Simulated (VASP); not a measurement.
# Ge (I4_1/amd) in VASP: notebook

The runs below take Ge through single point, with PBE, BLYP.

Everything below comes from runs of VASP 6.6.1. Logs are shortened: lines on timing, memory, paths and dates and some standing lists are left out, and cuts for length are marked.

## (1) The cell of the first run

It takes space group I4_1/amd (No. 141, tetragonal). The conventional cell has a = 5.149 Å, b = 5.149 Å, c = 2.795 Å, α = 90.00°, β = 90.00°, γ = 90.00°. Within 3.5 Å of Ge (site symmetry -4m2) lie 10 Ge at 2.67 to 3.32 Å.

## (2) Single point, PBE

The input, INCAR:

```
SYSTEM = Ge
PREC     = Accurate       ! precision mode
ENCUT    = 520            ! plane-wave cutoff, eV
EDIFF    = 1E-6           ! SCF threshold, eV
ISMEAR   = -1             ! smearing method
SIGMA    = 0.04           ! smearing width, eV
LREAL    = .False.        ! projectors in reciprocal space
LASPH    = .True.         ! aspherical terms in the spheres
NELM     = 80             ! most SCF steps
ALGO     = Normal         ! electronic algorithm
ISIF     = 2              ! what is computed and relaxed
LWAVE    = .False.        ! write WAVECAR
LCHARG   = .False.        ! write CHGCAR
GGA      = PE             ! functional
NBANDS   = 21             ! bands
```

The input, KPOINTS:

```
Automatic mesh
0
Gamma
  6 6 6
  0 0 0
```

The input, POSCAR:

```
Ge
1.0
   -2.5744897190      2.5744897190      1.3974126432
    2.5744897190     -2.5744897190      1.3974126432
    2.5744897190      2.5744897190     -1.3974126432
Ge
2
Direct
    0.5000000000      0.5000000000      0.0000000000
    0.2500000000      0.7500000000      0.5000000000
```

Potentials or basis: VASP PAW PBE potentials, release 64 (Ge_d).

Started as:

```
cat potpaw_PBE.64/Ge_d/POTCAR > POTCAR
mpirun -np 1 vasp_std > vasp.out
```

OUTCAR:

```text
SYSTEM = Ge
   PREC = Accurate
   ENCUT = 520
   EDIFF = 1E-6
   ISMEAR = -1
   LREAL = .False.
   LASPH = .True.
   NELM = 80
   ISIF = 2
   GGA = PE

 ion  position               nearest neighbor table
   1  0.500  0.500  0.000-   2 2.67   2 2.67   2 2.67   2 2.67
   2  0.250  0.750  0.500-   1 2.67   1 2.67   1 2.67   1 2.67

  LATTYP: Found a body centered tetragonal cell.
 ALAT       =     5.1489794380
 C/A-ratio  =     0.5427920853

  Lattice vectors:

 A1 = (  -2.5744897190,   2.5744897190,   1.3974126432)
 A2 = (   2.5744897190,  -2.5744897190,   1.3974126432)
 A3 = (   2.5744897190,   2.5744897190,  -1.3974126432)

Analysis of symmetry for initial positions (statically):
=====================================================================
 Subroutine PRICEL returns:
 Original cell was already a primitive cell.

 Routine SETGRP: Setting up the symmetry group for a
 body centered tetragonal supercell.

 Subroutine GETGRP returns: Found 16 space group operations
 (whereof  8 operations were pure point group operations)
 out of a pool of 16 trial point group operations.

The static configuration has the point symmetry D_2d.
 The point group associated with its full space group is D_4h.

Analysis of symmetry for dynamics (positions and initial velocities):
=====================================================================
 Subroutine PRICEL returns:
 Original cell was already a primitive cell.

 Routine SETGRP: Setting up the symmetry group for a
 body centered tetragonal supercell.

 Subroutine GETGRP returns: Found 16 space group operations
 (whereof  8 operations were pure point group operations)
 out of a pool of 16 trial point group operations.

The dynamic configuration has the point symmetry D_2d.
 The point group associated with its full space group is D_4h.

 Subroutine INISYM returns: Found 16 space group operations
 (whereof  8 operations are pure point group operations),
 and found     1 'primitive' translations

----------------------------------------------------------------------------------------

                                     Primitive cell

  volume of cell :      37.0482

  direct lattice vectors                    reciprocal lattice vectors
    -2.574489719  2.574489719  1.397412643     0.000000000  0.194213244  0.357804119
     2.574489719 -2.574489719  1.397412643     0.194213244  0.000000000  0.357804119
[... 82 lines left out ...]
   LASPH  =      T    aspherical Exc in radial PAW
   ENCUT  =  520.0 eV  38.22 Ry    6.18 a.u.   7.25  7.25  7.25*2*pi/ulx,y,z
   NELM   =     80;   NELMIN=  2; NELMDL= -5     # of ELM steps
   EDIFF  = 0.1E-05   stopping-criterion for ELM
   LREAL  =      F    real-space projection
   EDIFFG = 0.1E-04   stopping-criterion for IOM
   NSW    =      0    number of steps for IOM
   IBRION =     -1    ionic relax: 0-MD 1-quasi-New 2-CG
   NFREE  =      0    steps in history (QN), initial steepest desc. (CG)
   ISIF   =      2    stress and relaxation
   ISYM   =      2    0-nonsym 1-usesym 2-fastsym
   POTIM  = 0.5000    time-step for ionic-motion
   TEBEG  =    0.0;   TEEND  =   0.0 temperature during run
   PSTRESS=    0.0 pullay stress
   NELECT =      28.0000    total number of electrons
   NUPDOWN=      -1.0000    fix difference up-down
   EMIN   =  10.00;   EMAX   =-10.00  energy-range for DOS
   EFERMI =   0.00;   METHOD = LEGACY
   ISMEAR =    -1;   SIGMA  =   0.04  broadening in eV -4-tet -1-fermi 0-gaus
   EFERMI_NEDOS =   21; number of points for ismear=-14 and -15
   IALGO  =     38    algorithm
   IMIX   =      4    mixing-type and parameters
     AMIX     =   0.40;   BMIX     =  1.00
     AMIX_MAG =   1.60;   BMIX_MAG =  1.00
  volume/ion in A,a.u.               =      18.52       125.01
  Fermi-wavevector in a.u.,A,eV,Ry     =   1.491209  2.817976 30.255333  2.223704
  Thomas-Fermi vector in A             =   2.603893
   LORBIT       =      0    0 simple, 1 ext, 2 COOP (PROOUT), +10 PAW based schemes
   GGA     = PE    functional components
   LHFCALC =     F    Hartree Fock is set to
   AEXX    =    0.0000 exact exchange contribution
   IVDW    =     0    specifies the selected vdW correction
   LEPSILON=     F    determine dielectric tensor
   LRPA    =     F    only Hartree local field effects (RPA)
 non-spin polarized calculation
  energy-cutoff  :      520.00
  volume of cell :       37.05
 maximum number of plane-waves:      1029
 NGX is ok and might be reduce to    30
   NGX = 15   NGY = 15   NGZ = 15

 number of electron      28.0000028 magnetization

 Free energy of the ion-electron system (eV)
  ---------------------------------------------------
  ext. energy  EPLUGINS =         0.00000000
  ---------------------------------------------------
  free energy    TOTEN  =        -8.54860035 eV

  energy without entropy =       -8.54391518  energy(sigma->0) =       -8.54625776

 E-fermi :   6.9670     XC(G=0): -11.3197

 val. band max:        6.9439310267   @ k =  -0.1667  -0.1667   0.1667
 cond. band min:       6.9956880116   @ k =  -0.1667   0.3333   0.1667
 fundamental gap:      0.0517569849
 Fermi energy:         6.9670215622

 k-point     1 :       0.0000    0.0000    0.0000
  band No.  band energies     occupation
      1     -17.9531      2.00000
      2     -17.9204      2.00000
      3     -17.8885      2.00000
      4     -17.8776      2.00000
      5     -17.7799      2.00000
      6     -17.7799      2.00000
[... 565 lines left out ...]
     20      17.8634      0.00000
     21      20.0069      0.00000

 [... further k-points ...]

------------------------ aborting loop because EDIFF is reached ----------------------------------------

  FORCE on cell =-STRESS in cart. coord.  units (eV):
  Direction    XX          YY          ZZ          XY          YZ          ZX
  --------------------------------------------------------------------------------------
  -------------------------------------------------------------------------------------
  Total        0.7784601      0.7784601      0.3760553      0.0000000      0.0000000      0.0000000
  in kB       33.6651033     33.6651033     16.2627980      0.0000000      0.0000000      0.0000000
  external PRESSURE =      27.8643349 kB  Pullay stress =       0.0000000 kB

 VOLUME and BASIS-vectors are now :
 -----------------------------------------------------------------------------
  energy-cutoff  :      520.00
  volume of cell :       37.05
      direct lattice vectors                 reciprocal lattice vectors
    -2.574489719  2.574489719  1.397412643     0.000000000  0.194213244  0.357804119
     2.574489719 -2.574489719  1.397412643     0.194213244  0.000000000  0.357804119
     2.574489719  2.574489719 -1.397412643     0.194213244  0.194213244  0.000000000

 POSITION                                       TOTAL-FORCE (eV/Angst)
 -----------------------------------------------------------------------------------
      0.00000      0.00000      1.39741         0.000000      0.000000      0.000000
      2.57449      0.00000      0.69871        -0.000000     -0.000000     -0.000000
 -----------------------------------------------------------------------------------
    total drift:                                0.000000     -0.000000      0.000000

  FREE ENERGIE OF THE ION-ELECTRON SYSTEM (eV)
  ---------------------------------------------------
  free  energy   TOTEN  =        -8.5486003461 eV

  energy  without entropy=       -8.5439151827  energy(sigma->0) =       -8.54625776
```

It took 11 s on 1 thread of Intel Xeon 6975P-C (Granite Rapids), shared host; peak memory 0.16 GiB.

Results:

- Free energy: -8.5486 eV
- Pressure: 2.8 GPa
- Band gap on the k mesh: zero (bands 14 and 15 overlap by 4.80 eV)

Levels at points of the mesh, in eV from the Fermi level:
```tsv
k point	band 10	band 11	band 12	band 13	band 14	band 15	band 16	band 17	band 18	band 19
(0.00, 0.00, 0.00)	-24.60	-13.47	-4.24	-2.50	-2.50	3.13	7.44	7.44	7.99	8.20
(0.50, 0.00, 0.00)	-24.65	-8.21	-6.55	-2.80	-2.19	-1.51	2.33	3.41	5.35	8.64
(0.50, 0.50, 0.00)	-24.69	-10.73	-10.73	0.45	0.45	1.76	1.76	7.37	7.37	11.25
(0.50, 0.50, 0.50)	-24.74	-9.05	-9.05	-6.07	-6.07	6.00	6.00	10.86	10.86	15.26
```

Caveat: the k points lie up to 0.43 Å⁻¹ apart, too coarse for converged energies and pressures of a metal.

## (3) Single point, BLYP

The input, INCAR:

```
PREC = Accurate ; ENCUT = 520
EDIFF = 1E-6 ; ISMEAR = -1
SIGMA = 0.05 ; LREAL = F
LASPH = T ; NELM = 100
ALGO = Normal ; ISIF = 2
LWAVE = F ; LCHARG = F
GGA = B5 ; ALDAX = 1.0
AGGAX = 1.0 ; AGGAC = 1.0
ALDAC = 0.0 ; NBANDS = 21
```

The input, KPOINTS:

```
Automatic mesh
0
Gamma
  11 11 11
```

POSCAR is that of step 2.

Potentials or basis: VASP PAW PBE potentials, release 64 (Ge_d).

Started as:

```
cat potpaw_PBE.64/Ge_d/POTCAR > POTCAR
mpirun -np 1 vasp_std > vasp.out
```

OUTCAR:

```text
PREC = Accurate
   ENCUT = 520
   EDIFF = 1E-6
   ISMEAR = -1
   LREAL = F
   LASPH = T
   NELM = 100
   ISIF = 2
   GGA = B5

 ion  position               nearest neighbor table
   1  0.500  0.500  0.000-   2 2.67   2 2.67   2 2.67   2 2.67
   2  0.250  0.750  0.500-   1 2.67   1 2.67   1 2.67   1 2.67

  LATTYP: Found a body centered tetragonal cell.
 ALAT       =     5.1489794380
 C/A-ratio  =     0.5427920853

  Lattice vectors:
[... 762 lines left out ...]
     21      20.0635      0.00000

 [... further k-points ...]

------------------------ aborting loop because EDIFF is reached ----------------------------------------

  FORCE on cell =-STRESS in cart. coord.  units (eV):
  Direction    XX          YY          ZZ          XY          YZ          ZX
  --------------------------------------------------------------------------------------
  -------------------------------------------------------------------------------------
  Total        2.2426314      2.2426314      2.2135630      0.0000000     -0.0000000      0.0000000
  in kB       96.9843152     96.9843152     95.7272296      0.0000000     -0.0000000      0.0000000
  external PRESSURE =      96.5652867 kB  Pullay stress =       0.0000000 kB

 VOLUME and BASIS-vectors are now :
 -----------------------------------------------------------------------------
  energy-cutoff  :      520.00
  volume of cell :       37.05
      direct lattice vectors                 reciprocal lattice vectors
    -2.574489719  2.574489719  1.397412643     0.000000000  0.194213244  0.357804119
     2.574489719 -2.574489719  1.397412643     0.194213244  0.000000000  0.357804119
     2.574489719  2.574489719 -1.397412643     0.194213244  0.194213244  0.000000000

 POSITION                                       TOTAL-FORCE (eV/Angst)
 -----------------------------------------------------------------------------------
      0.00000      0.00000      1.39741        -0.000000     -0.000000      0.000000
      2.57449      0.00000      0.69871         0.000000      0.000000     -0.000000
 -----------------------------------------------------------------------------------
    total drift:                                0.000000     -0.000000      0.000000

  FREE ENERGIE OF THE ION-ELECTRON SYSTEM (eV)
  ---------------------------------------------------
  free  energy   TOTEN  =        -6.7767186240 eV

  energy  without entropy=       -6.7690975339  energy(sigma->0) =       -6.77290808
```

OSZICAR:

```text
N       E                     dE             d eps       ncg     rms          rms(c)
DAV:   1     0.182341462181E+03    0.18234E+03   -0.14239E+04  5975   0.387E+03
DAV:   2     0.178283090861E+02   -0.16451E+03   -0.15959E+03  5327   0.602E+02
DAV:   3    -0.605781278326E+01   -0.23886E+02   -0.23690E+02  6035   0.135E+02
DAV:   4    -0.675369199991E+01   -0.69588E+00   -0.69539E+00  5837   0.268E+01
DAV:   5    -0.676430142226E+01   -0.10609E-01   -0.10609E-01  6021   0.363E+00    0.182E+00
DAV:   6    -0.676991414666E+01   -0.56127E-02   -0.14487E-02  7080   0.195E+00    0.107E+00
DAV:   7    -0.677649471416E+01   -0.65806E-02   -0.13132E-02  7080   0.163E+00    0.107E-01
DAV:   8    -0.677670935707E+01   -0.21464E-03   -0.20279E-03  6966   0.768E-01    0.357E-02
DAV:   9    -0.677672114724E+01   -0.11790E-04   -0.70927E-05  6157   0.107E-01    0.121E-02
DAV:  10    -0.677671873396E+01    0.24133E-05   -0.87178E-06  6849   0.487E-02    0.244E-03
DAV:  11    -0.677671862402E+01    0.10994E-06   -0.49136E-07  3741   0.963E-03
   1 F= -.67767186E+01 E0= -.67729081E+01  d E =-.762109E-02
```

Run time: 48 s. Hardware: 1 thread of Intel Xeon 6975P-C (Granite Rapids), shared host; peak memory 0.21 GiB.

Results:

```
Free energy            : -6.7767 eV
Pressure               : 9.7 GPa
Band gap on the k mesh : zero (bands 14 and 15 overlap by 4.51 eV)
```

Caveat: the cell stands under pressure; the PAW data sets were made with another functional, which shifts forces and pressure a little.
